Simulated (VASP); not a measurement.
Crystal: AgCl.

```xyz
2
Lattice="0.0000 2.7455 2.8044 2.7455 0.0000 2.8044 2.7455 2.7455 0.0000" Properties=species:S:1:pos:R:3 pbc="T T T"
Ag    0.0000    0.0000    0.0000
Cl    2.7455    2.7455    2.8044
```

This cell differs from its parent crystal: epitaxial xy strain -1.0%.

Base run:

- Program: VASP 6.6.1
- Functional: r2SCAN
- Potentials or basis: VASP PAW PBE potentials, release 64 (Ag, Cl)
- Cutoff: 520 eV
- k mesh: 8 × 8 × 8
- Occupations: gaussian, width 0.01 eV
- Spin: no spin polarisation

Its results: band gap on the k mesh 1.35 eV (least direct gap 3.73 eV); pressure 0.4 GPa.

The run is repeated on the same cell with these changes: functional from r2SCAN to PBE; occupations from gaussian, width 0.01 eV to fermi-dirac, width 0.02 eV. What comes out?

Band gap on the k mesh 0.84 eV (least direct gap 3.21 eV); pressure 2.0 GPa.

Caveats: the PAW data sets were made with another functional, which shifts forces and pressure a little (at least some runs).

A k mesh can miss the band edges.
